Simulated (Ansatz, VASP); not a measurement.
# Si2Ge3 in VASP and in Ansatz

```
CELL_PARAMETERS angstrom
-4.44145 4.44145 2.80800
4.44145 -4.44145 2.80800
4.44145 4.44145 -2.80800
ATOMIC_POSITIONS crystal
Si 0.59933 0.80086 0.40036
Si 0.40050 0.19897 0.59964
Si 0.19914 0.59950 0.79847
Si 0.80103 0.40067 0.20153
Ge 0.75000 0.25000 0.50000
Ge 0.35612 0.05131 0.89914
Ge 0.00000 0.00000 0.00000
Ge 0.94869 0.84783 0.30482
Ge 0.15217 0.45698 0.10086
Ge 0.54302 0.64388 0.69518
```

Alike in both runs: functional PBE; k mesh 4 × 4 × 4; occupations gaussian, width 0.2 eV; no spin polarisation.

Ansatz relaxed the structure, and its values are those at the end. VASP's run is a single point on that final structure, the one shown.

|  | VASP | Ansatz |
| --- | --- | --- |
| version | VASP 6.6.1 | Ansatz 0.2.0 |
| potentials or method | VASP PAW PBE potentials, release 64 (Si, Ge_d), cutoff 520 eV | scalar-relativistic, plane waves, PAW |
| valence electrons in the cell | 100 | 100 |

```csv
,VASP,Ansatz,Ansatz less VASP
gap on the k mesh at the Fermi level (eV),0.64,0.63,-0.004
least direct gap on the mesh (eV),1.06,1.05,-0.006
pressure (GPa),0.4,0.4,+0.09
rms of the force components (eV/Å),0.029,0.028,-0.0014
```
